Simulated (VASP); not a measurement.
# Co (P6_3/mmc) in VASP: a series of runs

The runs below take Co through single point, with LDA.

All numbers are computed with VASP 6.6.1; they aren't measurements. Logs are shortened: lines on timing, memory, paths and dates and some standing lists are left out, and cuts for length are marked.

### 1 The cell of the first run

It takes space group P6_3/mmc (No. 194, hexagonal). The conventional cell has a = 2.494 Å, b = 2.494 Å, c = 4.024 Å, α = 90.00°, β = 90.00°, γ = 120.00°. Within 3.3 Å of Co (site symmetry -6m2) lie 12 Co at 2.47 to 2.49 Å.

### 2 Single point, LDA, collinear spin, ferromagnetic start (10.84 Å³/atom)

File INCAR:

```
SYSTEM = Co
ALGO     = Normal         ! electronic algorithm
EDIFF    = 1E-6           ! SCF threshold, eV
ENCUT    = 520            ! plane-wave cutoff, eV
GGA      = CA             ! functional
ISIF     = 2              ! what is computed and relaxed
ISMEAR   = 0              ! smearing method
ISPIN    = 2              ! spin polarisation
LASPH    = .TRUE.         ! aspherical terms in the spheres
LCHARG   = .FALSE.        ! write CHGCAR
LMAXMIX  = 4              ! l up to which the mixer works
LORBIT   = 11             ! projections on sites
LREAL    = .FALSE.        ! projectors in reciprocal space
LWAVE    = .FALSE.        ! write WAVECAR
MAGMOM   = 1.925 1.925    ! initial moments
NBANDS   = 20             ! bands
NELM     = 150            ! most SCF steps
NUPDOWN  = 3.85           ! fixed moment
PREC     = Accurate       ! precision mode
SIGMA    = 0.15           ! smearing width, eV
```

File KPOINTS:

```
k-points
0
G
  24 24 12
  0 0 0
```

File POSCAR:

```
Co
1.0
    2.4944345983      0.0000000000      0.0000000000
   -1.2472172991      2.1602437303      0.0000000000
    0.0000000000      0.0000000000      4.0236895499
Co
2
Direct
    0.6666666667      0.3333333333      0.2500000000
    0.3333333333      0.6666666667      0.7500000000
```

Potentials or basis: VASP PAW LDA potentials, release 64 (Co).

Command:

```console
> cat potpaw_LDA.64/Co/POTCAR > POTCAR
> mpirun -np 1 vasp_std > vasp.out
```

OUTCAR:

```text
SYSTEM = Co
   EDIFF = 1E-6
   ENCUT = 520
   GGA = CA
   ISIF = 2
   ISMEAR = 0
   ISPIN = 2
   LASPH = .TRUE.
   LORBIT = 11
   LREAL = .FALSE.
   NELM = 150
   NUPDOWN = 3.85
   PREC = Accurate

 ion  position               nearest neighbor table
   1  0.667  0.333  0.250-   2 2.47   2 2.47   2 2.47   2 2.47   2 2.47   2 2.47
   2  0.333  0.667  0.750-   1 2.47   1 2.47   1 2.47   1 2.47   1 2.47   1 2.47

  LATTYP: Found a hexagonal cell.
 ALAT       =     2.4944345983
 C/A-ratio  =     1.6130667658

  Lattice vectors:

 A1 = (   2.4944345983,   0.0000000000,   0.0000000000)
 A2 = (  -1.2472172991,   2.1602437303,   0.0000000000)
 A3 = (   0.0000000000,   0.0000000000,   4.0236895499)

Analysis of symmetry for initial positions (statically):
=====================================================================
 Subroutine PRICEL returns:
 Original cell was already a primitive cell.

 Routine SETGRP: Setting up the symmetry group for a
 hexagonal supercell.

 Subroutine GETGRP returns: Found 24 space group operations
 (whereof 12 operations were pure point group operations)
 out of a pool of 24 trial point group operations.

The static configuration has the point symmetry D_3d.
 The point group associated with its full space group is D_6h.

Analysis of symmetry for dynamics (positions and initial velocities):
=====================================================================
 Subroutine PRICEL returns:
 Original cell was already a primitive cell.

 Routine SETGRP: Setting up the symmetry group for a
 hexagonal supercell.

 Subroutine GETGRP returns: Found 24 space group operations
 (whereof 12 operations were pure point group operations)
 out of a pool of 24 trial point group operations.

The dynamic configuration has the point symmetry D_3d.
 The point group associated with its full space group is D_6h.

Analysis of structural, dynamic, and magnetic symmetry:
=====================================================================
 Subroutine PRICEL returns:
 Original cell was already a primitive cell.

 Routine SETGRP: Setting up the symmetry group for a
 hexagonal supercell.

 Subroutine GETGRP returns: Found 24 space group operations
 (whereof 12 operations were pure point group operations)
 out of a pool of 24 trial point group operations.

The overall configuration has the point symmetry D_3d.
 The point group associated with its full space group is D_6h.

 Subroutine INISYM returns: Found 24 space group operations
 (whereof 12 operations are pure point group operations),
 and found     1 'primitive' translations

----------------------------------------------------------------------------------------

                                     Primitive cell

  volume of cell :      21.6820

  direct lattice vectors                    reciprocal lattice vectors
     2.494434598  0.000000000  0.000000000     0.400892451  0.231455364  0.000000000
    -1.247217299  2.160243730  0.000000000     0.000000000  0.462910729  0.000000000
     0.000000000  0.000000000  4.023689550     0.000000000  0.000000000  0.248528120

  length of vectors
     2.494434598  2.494434598  4.023689550     0.462910729  0.462910729  0.248528120

  position of ions in fractional coordinates (direct lattice)
     0.666666667  0.333333333  0.250000000
     0.333333333  0.666666667  0.750000000

  ion indices of the primitive-cell ions
   primitive index   ion index
                 1           1
                 2           2

----------------------------------------------------------------------------------------

 KPOINTS: k-points

Automatic generation of k-mesh.
 Grid dimensions read from file:
 generate k-points for:   24   24   12

 Generating k-lattice:

  Cartesian coordinates                     Fractional coordinates (reciprocal lattice)
     0.016703852  0.009643974  0.000000000     0.041666667  0.000000000  0.000000000
     0.000000000  0.019287947  0.000000000     0.000000000  0.041666667  0.000000000
     0.000000000  0.000000000  0.020710677     0.000000000  0.000000000  0.083333333

  Length of vectors
     0.019287947  0.019287947  0.020710677

  Shift w.r.t. Gamma in fractional coordinates (k-lattice)
     0.000000000  0.000000000  0.000000000

 Subroutine IBZKPT returns following result:
 ===========================================

 Found    427 irreducible k-points:

 Following reciprocal coordinates:
            Coordinates               Weight
  0.000000  0.000000  0.000000      1.000000
  0.041667  0.000000  0.000000      6.000000
  0.083333 -0.000000  0.000000      6.000000
  0.125000  0.000000  0.000000      6.000000
  0.166667  0.000000  0.000000      6.000000
  0.208333  0.000000  0.000000      6.000000
[... 16 lines left out ...]
  0.416667  0.041667  0.000000     12.000000
  0.458333  0.041667  0.000000     12.000000
 [... further k-points ...]
   k-points           NKPTS =    427   k-points in BZ     NKDIM =    427   number of bands    NBANDS=     20
   number of dos      NEDOS =    301   number of ions     NIONS =      2
   total plane-waves  NPLWV =  12000
   dimension x,y,z NGX =    20 NGY =   20 NGZ =   30
   dimension x,y,z NGXF=    40 NGYF=   40 NGZF=   60
   ions per type =               2
   NGX,Y,Z   is equivalent  to a cutoff of  13.33, 13.33, 12.40 a.u.
   NGXF,Y,Z  is equivalent  to a cutoff of  26.66, 26.66, 24.79 a.u.
 SYSTEM =  Co
   PREC   = accura    normal or accurate (medium, high low for compatibility)
   ISTART =      0    job   : 0-new  1-cont  2-samecut
   ICHARG =      2    charge: 1-file 2-atom 10-const
   ISPIN  =      2    spin polarized calculation?
   LNONCOLLINEAR =      F non collinear calculations
   LSORBIT =      F    spin-orbit coupling
   LASPH  =      T    aspherical Exc in radial PAW
   ENCUT  =  520.0 eV  38.22 Ry    6.18 a.u.   4.64  4.64  7.48*2*pi/ulx,y,z
   NELM   =    150;   NELMIN=  2; NELMDL= -5     # of ELM steps
   EDIFF  = 0.1E-05   stopping-criterion for ELM
   LREAL  =      F    real-space projection
   EDIFFG = 0.1E-04   stopping-criterion for IOM
   NSW    =      0    number of steps for IOM
   IBRION =     -1    ionic relax: 0-MD 1-quasi-New 2-CG
   NFREE  =      0    steps in history (QN), initial steepest desc. (CG)
   ISIF   =      2    stress and relaxation
   ISYM   =      2    0-nonsym 1-usesym 2-fastsym
   POTIM  = 0.5000    time-step for ionic-motion
   TEBEG  =    0.0;   TEEND  =   0.0 temperature during run
   PSTRESS=    0.0 pullay stress
   NELECT =      18.0000    total number of electrons
   NUPDOWN=       3.8500    fix difference up-down
   EMIN   =  10.00;   EMAX   =-10.00  energy-range for DOS
   EFERMI =   0.00;   METHOD = LEGACY
   ISMEAR =     0;   SIGMA  =   0.15  broadening in eV -4-tet -1-fermi 0-gaus
   EFERMI_NEDOS =   21; number of points for ismear=-14 and -15
   IALGO  =     38    algorithm
   IMIX   =      4    mixing-type and parameters
     AMIX     =   0.40;   BMIX     =  1.00
     AMIX_MAG =   1.60;   BMIX_MAG =  1.00
  volume/ion in A,a.u.               =      10.84        73.16
  Fermi-wavevector in a.u.,A,eV,Ry     =   1.538624  2.907578 32.209948  2.367364
  Thomas-Fermi vector in A             =   2.644966
   LORBIT       =     11    0 simple, 1 ext, 2 COOP (PROOUT), +10 PAW based schemes
   GGA     = CA    functional components
   LHFCALC =     F    Hartree Fock is set to
   AEXX    =    0.0000 exact exchange contribution
   IVDW    =     0    specifies the selected vdW correction
   LEPSILON=     F    determine dielectric tensor
   LRPA    =     F    only Hartree local field effects (RPA)
 spin polarized calculation
 Gauss-broadening in eV      SIGMA  =   0.15
  energy-cutoff  :      520.00
  volume of cell :       21.68
 maximum number of plane-waves:       597
 NGX is ok and might be reduce to    20
   NGX =  9   NGY =  9   NGZ = 15

 number of electron      17.9999995 magnetization       3.8499999

 Free energy of the ion-electron system (eV)
  ---------------------------------------------------
  ext. energy  EPLUGINS =         0.00000000
  ---------------------------------------------------
  free energy    TOTEN  =       -15.92735687 eV

  energy without entropy =      -15.90450534  energy(sigma->0) =      -15.91593111

 E-fermi :   9.7381     XC(G=0): -13.7488

 val. band max:       10.9467789114   @ k =   0.4583   0.0417   0.1667
 cond. band min:       9.7386015703   @ k =   0.1250   0.1250   0.2500
 fundamental gap:     -1.2081773411
 Fermi energy:        10.9530704633

 spin component 1

 k-point     1 :       0.0000    0.0000    0.0000
  band No.  band energies     occupation
      1       0.9369      1.00000
      2       4.7162      1.00000
      3       7.2640      1.00000
      4       7.2664      1.00000
      5       7.2664      1.00000
      6       7.5823      1.00000
[... 12 lines left out ...]
     19      35.6541      0.00000
     20      35.6541      0.00000
[... 507 lines left out ...]
 k-point    24 :       0.4583    0.0417    0.0000
  band No.  band energies     occupation
      1       5.0916      1.00000
      2       5.1630      1.00000
      3       5.4113      1.00000
      4       7.0909      1.00000
      5       7.2719      1.00000
      6       7.3474      1.00000
[... 12 lines left out ...]
     19      32.3317      0.00000
     20      34.2226      0.00000

 [... further k-points ...]

 spin component 2

 k-point     1 :       0.0000    0.0000    0.0000
  band No.  band energies     occupation
      1       1.2616      1.00000
      2       5.8372      1.00000
      3       8.9706      1.00000
      4       8.9822      1.00000
      5       8.9822      1.00000
      6       9.3474      0.99989
[... 12 lines left out ...]
     19      36.2578      0.00000
     20      36.2578      0.00000
[... 507 lines left out ...]
 k-point    24 :       0.4583    0.0417    0.0000
  band No.  band energies     occupation
      1       6.1651      1.00000
      2       6.4896      1.00000
      3       6.7782      1.00000
      4       8.2112      1.00000
      5       8.8065      1.00000
      6       8.9502      1.00000
[... 12 lines left out ...]
     19      33.0303      0.00000
     20      34.7548      0.00000

 [... further k-points ...]

------------------------ aborting loop because EDIFF is reached ----------------------------------------

  FORCE on cell =-STRESS in cart. coord.  units (eV):
  Direction    XX          YY          ZZ          XY          YZ          ZX
  --------------------------------------------------------------------------------------
  -------------------------------------------------------------------------------------
  Total       -1.6700358     -1.6700358     -1.2940126     -0.0000000      0.0000000      0.0000000
  in kB     -123.4062108   -123.4062108    -95.6202197     -0.0000000      0.0000000      0.0000000
  external PRESSURE =    -114.1442138 kB  Pullay stress =       0.0000000 kB

 VOLUME and BASIS-vectors are now :
 -----------------------------------------------------------------------------
  energy-cutoff  :      520.00
  volume of cell :       21.68
      direct lattice vectors                 reciprocal lattice vectors
     2.494434598  0.000000000  0.000000000     0.400892451  0.231455364  0.000000000
    -1.247217299  2.160243730  0.000000000     0.000000000  0.462910729  0.000000000
     0.000000000  0.000000000  4.023689550     0.000000000  0.000000000  0.248528120

 POSITION                                       TOTAL-FORCE (eV/Angst)
 -----------------------------------------------------------------------------------
      1.24722      0.72008      1.00592        -0.000000      0.000000      0.000000
     -0.00000      1.44016      3.01777         0.000000     -0.000000      0.000000
 -----------------------------------------------------------------------------------
    total drift:                                0.000000     -0.000000     -0.000000

  FREE ENERGIE OF THE ION-ELECTRON SYSTEM (eV)
  ---------------------------------------------------
  free  energy   TOTEN  =       -15.9273568719 eV

  energy  without entropy=      -15.9045053404  energy(sigma->0) =      -15.91593111

 total charge

# of ion       s       p       d       tot
------------------------------------------
    1        0.502   0.538   7.236   8.276
    2        0.502   0.538   7.236   8.276
--------------------------------------------------
tot          1.004   1.076  14.471  16.552

 magnetization (x)

# of ion       s       p       d       tot
------------------------------------------
    1        0.002  -0.001   1.904   1.905
    2        0.002  -0.001   1.904   1.905
--------------------------------------------------
tot          0.005  -0.002   3.808   3.811
```

It took 2.6 min on 1 thread of Intel Xeon 6975P-C (Granite Rapids), shared host; peak memory 0.33 GiB.

What came out:

| Property | Result |
| --- | --- |
| Free energy | -15.9274 eV |
| Pressure | -11.4 GPa |
| Net moment | 3.85 μB per cell |
| Site moments | Co +1.91 μB |
| Valence electrons inside the program's atomic spheres | Co 8.28 |

Stress tensor (GPa, compression positive):
```
-12.34   0.00   0.00
  0.00 -12.34   0.00
  0.00   0.00  -9.56
```

Caveat: the cell stands under tension; the total moment is fixed, so each spin has its own Fermi level.

### 3 Single point, LDA, collinear spin, ferromagnetic start (10.84 Å³/atom)

File INCAR:

```
SYSTEM = Co
PREC     = Accurate       ! precision mode
ENCUT    = 520            ! plane-wave cutoff, eV
EDIFF    = 1E-6           ! SCF threshold, eV
ISMEAR   = 0              ! smearing method
SIGMA    = 0.15           ! smearing width, eV
LREAL    = .False.        ! projectors in reciprocal space
LASPH    = .True.         ! aspherical terms in the spheres
NELM     = 150            ! most SCF steps
ALGO     = Normal         ! electronic algorithm
ISIF     = 2              ! what is computed and relaxed
LWAVE    = .False.        ! write WAVECAR
LCHARG   = .True.         ! write CHGCAR
ISPIN    = 2              ! spin polarisation
MAGMOM   = 0.275 0.275    ! initial moments
LORBIT   = 11             ! projections on sites
NUPDOWN  = 0.55           ! fixed moment
LMAXMIX  = 4              ! l up to which the mixer works
LELF     = .True.         ! ELF
LVHAR    = .True.       
NBANDS   = 20             ! bands
```

File KPOINTS:

```
Automatic mesh
0
Gamma
  24 24 12
  0 0 0
```

POSCAR is that of step 2.

Potentials or basis: VASP PAW LDA potentials, release 64 (Co).

Command:

```console
> cat potpaw_LDA.64/Co/POTCAR > POTCAR
> mpirun -np 1 vasp_std > vasp.out
```

It took 3.5 min on 1 thread of AMD EPYC 7R13 (Zen 3), shared host; peak memory 0.3 GiB.

It converged, with:

```
Free energy                                           : -15.8707 eV
Pressure                                              : -28.2 GPa
Net moment                                            : 0.55 μB per cell
Site moments                                          : Co +0.28 μB
Valence electrons inside the program's atomic spheres : Co 8.28
```

Stress tensor (GPa, compression positive):
```
-27.86   0.00   0.00
  0.00 -27.86   0.00
  0.00   0.00 -28.76
```

Caveat: the cell stands under tension; the total moment is fixed, so each spin has its own Fermi level.

(Part 1 of 2 ends here.)
